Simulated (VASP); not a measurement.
# MgPtS3 (Amm2) in VASP: single point with PBE

Aim: the single point of MgPtS3 with PBE.

All numbers are computed with VASP 6.6.1; they aren't measurements. Logs are shortened: lines on timing, memory, paths and dates and some standing lists are left out, and cuts for length are marked.

**1. The cell of the first run**

Symmetry: Amm2, No. 38, orthorhombic system. Conventional cell: a = 3.625 Å, b = 6.782 Å, c = 7.518 Å, α = 90.00°, β = 90.00°, γ = 90.00°. Within 3.3 Å of Mg (site symmetry mm2) lie 5 S at 2.46 to 2.91 Å and 1 Pt at 2.71 Å. Pt (site symmetry mm2) has 5 S at 2.34 to 2.42 Å and 1 Mg at 2.71 Å within 3.1 Å. S (site symmetry m) has 2 Pt at 2.42 Å and 3 S at 2.79 to 3.15 Å and 2 Mg at 2.91 Å within 3.2 Å. S (site symmetry mm2) has 1 Pt at 2.34 Å and 1 Mg at 2.46 Å and 4 S at 2.79 Å within 3.1 Å.

**2. Single point, PBE**

File INCAR:

```
SYSTEM = MgPtS3
  PREC = Accurate
  ENCUT = 600
  EDIFF = 1E-6
  ISMEAR = 0
  SIGMA = 0.15
  LREAL = .FALSE.
  LASPH = .TRUE.
  NELM = 120
  ALGO = Normal
  ISIF = 2
  LWAVE = .FALSE.
  LCHARG = .FALSE.
  GGA = PE
  NBANDS = 23
  GGA_COMPAT = .FALSE.
```

File KPOINTS:

```
regular mesh
0
G
  3 2 2
  0 0 0
```

File POSCAR:

```
MgPtS3
1.0
    3.6248104641      0.0000000000      0.0000000000
    0.0000000000      3.3911530125      3.7591525143
    0.0000000000     -3.3911530125      3.7591525143
Mg Pt S
1 1 3
Direct
    0.0000000000      0.9710209462      0.9710209462
    0.0000000000      0.3318349066      0.3318349066
    0.5000000000      0.0555419488      0.5195174137
    0.5000000000      0.5195174137      0.0555419488
    0.0000000000      0.6432032346      0.6432032346
```

Potentials or basis: VASP PAW PBE potentials, release 64 (Mg, Pt, S).

The run is started by

```console
> cat potpaw_PBE.64/Mg/POTCAR potpaw_PBE.64/Pt/POTCAR potpaw_PBE.64/S/POTCAR > POTCAR
> mpirun -np 1 vasp_std > vasp.out
```

OUTCAR:

```text
SYSTEM = MgPtS3
   PREC = Accurate
   ENCUT = 600
   EDIFF = 1E-6
   ISMEAR = 0
   LREAL = .FALSE.
   LASPH = .TRUE.
   NELM = 120
   ISIF = 2
   GGA = PE

 ion  position               nearest neighbor table
   1  0.000  0.971  0.971-   5 2.46   2 2.71   4 2.91   3 2.91   3 2.91   4 2.91   2 3.55   2 3.55

   2  0.000  0.332  0.332-   5 2.34   4 2.42   3 2.42   3 2.42   4 2.42   1 2.71   1 3.55   1 3.55

   3  0.500  0.056  0.520-   2 2.42   2 2.42   5 2.79   5 2.79   1 2.91   1 2.91
   4  0.500  0.520  0.056-   2 2.42   2 2.42   5 2.79   5 2.79   1 2.91   1 2.91
   5  0.000  0.643  0.643-   2 2.34   1 2.46   3 2.79   4 2.79   3 2.79   4 2.79

  LATTYP: Found a base centered orthorhombic cell.
 ALAT       =     6.7823060250
 B/A-ratio  =     1.1085175161
 C/A-ratio  =     0.5344510334

  Lattice vectors:

 A1 = (   0.0000000000,   3.3911530125,  -3.7591525143)
 A2 = (   0.0000000000,   3.3911530125,   3.7591525143)
 A3 = (   3.6248104641,   0.0000000000,   0.0000000000)

Analysis of symmetry for initial positions (statically):
=====================================================================
 Subroutine PRICEL returns:
 Original cell was already a primitive cell.

 Routine SETGRP: Setting up the symmetry group for a
 base centered orthorhombic supercell.

 Subroutine GETGRP returns: Found  4 space group operations
 (whereof  4 operations were pure point group operations)
 out of a pool of  8 trial point group operations.

The static configuration has the point symmetry C_2v.

Analysis of symmetry for dynamics (positions and initial velocities):
=====================================================================
 Subroutine PRICEL returns:
 Original cell was already a primitive cell.

 Routine SETGRP: Setting up the symmetry group for a
 base centered orthorhombic supercell.

 Subroutine GETGRP returns: Found  4 space group operations
 (whereof  4 operations were pure point group operations)
 out of a pool of  8 trial point group operations.

The dynamic configuration has the point symmetry C_2v.

 Subroutine INISYM returns: Found  4 space group operations
 (whereof  4 operations are pure point group operations),
 and found     1 'primitive' translations

----------------------------------------------------------------------------------------

[... 77 lines left out ...]
   ENCUT  =  600.0 eV  44.10 Ry    6.64 a.u.   7.24 10.11 10.11*2*pi/ulx,y,z
   NELM   =    120;   NELMIN=  2; NELMDL= -5     # of ELM steps
   EDIFF  = 0.1E-05   stopping-criterion for ELM
   LREAL  =      F    real-space projection
   EDIFFG = 0.1E-04   stopping-criterion for IOM
   NSW    =      0    number of steps for IOM
   IBRION =     -1    ionic relax: 0-MD 1-quasi-New 2-CG
   NFREE  =      0    steps in history (QN), initial steepest desc. (CG)
   ISIF   =      2    stress and relaxation
   ISYM   =      2    0-nonsym 1-usesym 2-fastsym
   POTIM  = 0.5000    time-step for ionic-motion
   TEBEG  =    0.0;   TEEND  =   0.0 temperature during run
   PSTRESS=    0.0 pullay stress
   NELECT =      30.0000    total number of electrons
   NUPDOWN=      -1.0000    fix difference up-down
   EMIN   =  10.00;   EMAX   =-10.00  energy-range for DOS
   EFERMI =   0.00;   METHOD = LEGACY
   ISMEAR =     0;   SIGMA  =   0.15  broadening in eV -4-tet -1-fermi 0-gaus
   EFERMI_NEDOS =   21; number of points for ismear=-14 and -15
   IALGO  =     38    algorithm
   IMIX   =      4    mixing-type and parameters
     AMIX     =   0.40;   BMIX     =  1.00
     AMIX_MAG =   1.60;   BMIX_MAG =  1.00
  volume/ion in A,a.u.               =      18.48       124.73
  Fermi-wavevector in a.u.,A,eV,Ry     =   1.125117  2.126163 17.223457  1.265888
  Thomas-Fermi vector in A             =   2.261792
   LORBIT       =      0    0 simple, 1 ext, 2 COOP (PROOUT), +10 PAW based schemes
   GGA     = PE    functional components
   LHFCALC =     F    Hartree Fock is set to
   AEXX    =    0.0000 exact exchange contribution
   IVDW    =     0    specifies the selected vdW correction
   LEPSILON=     F    determine dielectric tensor
   LRPA    =     F    only Hartree local field effects (RPA)
 non-spin polarized calculation
 Gauss-broadening in eV      SIGMA  =   0.15
  energy-cutoff  :      600.00
  volume of cell :       92.42
 maximum number of plane-waves:      3090
 NGX is ok and might be reduce to    30
   NGX = 15   NGY = 21   NGZ = 21

 number of electron      30.0000002 magnetization

 Free energy of the ion-electron system (eV)
  ---------------------------------------------------
  ext. energy  EPLUGINS =         0.00000000
  ---------------------------------------------------
  free energy    TOTEN  =       -20.82652962 eV

  energy without entropy =      -20.78179218  energy(sigma->0) =      -20.80416090

 E-fermi :   5.7329     XC(G=0): -10.2649

 val. band max:        5.7181425597   @ k =   0.3333   0.5000   0.0000
 cond. band min:       5.8515345650   @ k =   0.0000   0.5000   0.5000
 fundamental gap:      0.1333920053
 Fermi energy:         5.7329385346

 k-point     1 :       0.0000    0.0000    0.0000
  band No.  band energies     occupation
      1      -8.9990      2.00000
      2      -6.7328      2.00000
      3      -6.0994      2.00000
      4      -0.8654      2.00000
      5       0.3127      2.00000
      6       0.3669      2.00000
[... 145 lines left out ...]
     22      12.4052      0.00000
     23      13.3831      0.00000

------------------------ aborting loop because EDIFF is reached ----------------------------------------

  FORCE on cell =-STRESS in cart. coord.  units (eV):
  Direction    XX          YY          ZZ          XY          YZ          ZX
  --------------------------------------------------------------------------------------
  -------------------------------------------------------------------------------------
  Total       -0.2265785     -0.2113470      0.0998012      0.0000000      0.0000000      0.0000000
  in kB       -3.9280474     -3.6639884      1.7301889      0.0000000      0.0000000      0.0000000
  external PRESSURE =      -1.9539490 kB  Pullay stress =       0.0000000 kB

 VOLUME and BASIS-vectors are now :
 -----------------------------------------------------------------------------
  energy-cutoff  :      600.00
  volume of cell :       92.42
      direct lattice vectors                 reciprocal lattice vectors
     3.624810464  0.000000000  0.000000000     0.275876493  0.000000000  0.000000000
     0.000000000  3.391153012  3.759152514     0.000000000  0.147442477  0.133008703
     0.000000000 -3.391153012  3.759152514     0.000000000 -0.147442477  0.133008703

 POSITION                                       TOTAL-FORCE (eV/Angst)
 -----------------------------------------------------------------------------------
      0.00000      0.00000      7.30043         0.000000      0.000000      0.079603
      0.00000      0.00000      2.49484         0.000000      0.000000      0.036062
      1.81241     -1.57341      2.16174         0.000000      0.005812     -0.042839
      1.81241      1.57341      2.16174         0.000000     -0.005812     -0.042839
      0.00000      0.00000      4.83580         0.000000      0.000000     -0.029988
 -----------------------------------------------------------------------------------
    total drift:                                0.000000     -0.000000      0.000220

  FREE ENERGIE OF THE ION-ELECTRON SYSTEM (eV)
  ---------------------------------------------------
  free  energy   TOTEN  =       -20.8265296166 eV

  energy  without entropy=      -20.7817921787  energy(sigma->0) =      -20.80416090
```

OSZICAR:

```text
N       E                     dE             d eps       ncg     rms          rms(c)
DAV:   1     0.165157195271E+03    0.16516E+03   -0.14597E+04   276   0.129E+03
DAV:   2    -0.117354728219E+02   -0.17689E+03   -0.16613E+03   364   0.221E+02
DAV:   3    -0.220352869677E+02   -0.10300E+02   -0.10179E+02   353   0.554E+01
DAV:   4    -0.221776060937E+02   -0.14232E+00   -0.14226E+00   325   0.760E+00
DAV:   5    -0.221804582390E+02   -0.28521E-02   -0.28517E-02   368   0.106E+00    0.178E+01
DAV:   6    -0.218092494066E+02    0.37121E+00   -0.16916E+01   298   0.265E+01    0.163E+01
DAV:   7    -0.208692437510E+02    0.94001E+00   -0.23308E+00   283   0.148E+01    0.716E+00
DAV:   8    -0.208644003671E+02    0.48434E-02   -0.65391E-01   339   0.525E+00    0.270E+00
DAV:   9    -0.208258775828E+02    0.38523E-01   -0.14945E-01   311   0.318E+00    0.582E-01
DAV:  10    -0.208263989286E+02   -0.52135E-03   -0.95808E-03   353   0.529E-01    0.261E-01
DAV:  11    -0.208265047799E+02   -0.10585E-03   -0.38281E-04   319   0.113E-01    0.925E-02
DAV:  12    -0.208265268668E+02   -0.22087E-04   -0.87112E-05   347   0.622E-02    0.227E-02
DAV:  13    -0.208265281097E+02   -0.12430E-05   -0.22177E-05   332   0.341E-02    0.126E-02
DAV:  14    -0.208265294663E+02   -0.13566E-05   -0.35488E-06   339   0.129E-02    0.411E-03
DAV:  15    -0.208265296166E+02   -0.15026E-06   -0.47969E-07   194   0.526E-03
   1 F= -.20826530E+02 E0= -.20804161E+02  d E =-.447374E-01
```

stdout:

```text
POSCAR found type information on POSCAR MgPtS
 POSCAR found :  3 types and       5 ions
 scaLAPACK will be used
 LDA part: xc-table for (Slater+PW92), standard interpolation
 POSCAR, INCAR and KPOINTS ok, starting setup
 FFT: planning ... GRIDC
 FFT: planning ... GRID_SOFT
 FFT: planning ... GRID
 WAVECAR not read
 entering main loop
```

Run time: 13 s. Hardware: 1 thread of AMD EPYC 9R45 (Zen 5), shared host; peak memory 0.18 GiB.

Results:

| Quantity | Value |
| --- | --- |
| Free energy | -20.8265 eV |
| Pressure | -0.2 GPa |
| Largest force | 0.080 eV/Å |
| Band gap on the k mesh | zero (band 15 reaches 6.44 eV, above the bottom of band 16 at 5.72 eV) |

Forces in eV/Å, atoms in the order of the input:
```
Mg   0.000  0.000  0.080
Pt   0.000  0.000  0.036
S    0.000  0.006 -0.043
S    0.000 -0.006 -0.043
S    0.000  0.000 -0.030
```

Stress tensor (GPa, compression positive):
```
-0.39  0.00  0.00
 0.00 -0.37  0.00
 0.00  0.00  0.17
```

Levels at points of the mesh, in eV from the Fermi level:
```
           k point  band 13  band 14  band 15  band 16  band 17  band 18
(0.00, 0.00, 0.00)    -1.22    -1.17     0.71     1.09     1.58     1.99
(0.00, 0.50, 0.00)    -1.34    -1.01    -0.95     0.75     2.46     2.84
(0.00, 0.50, 0.50)    -0.70    -0.53     0.12     0.38     1.49     4.25
```

Caveat: the k points lie up to 0.62 Å⁻¹ apart; spin-orbit coupling is left out, which moves the levels of the heavy elements.
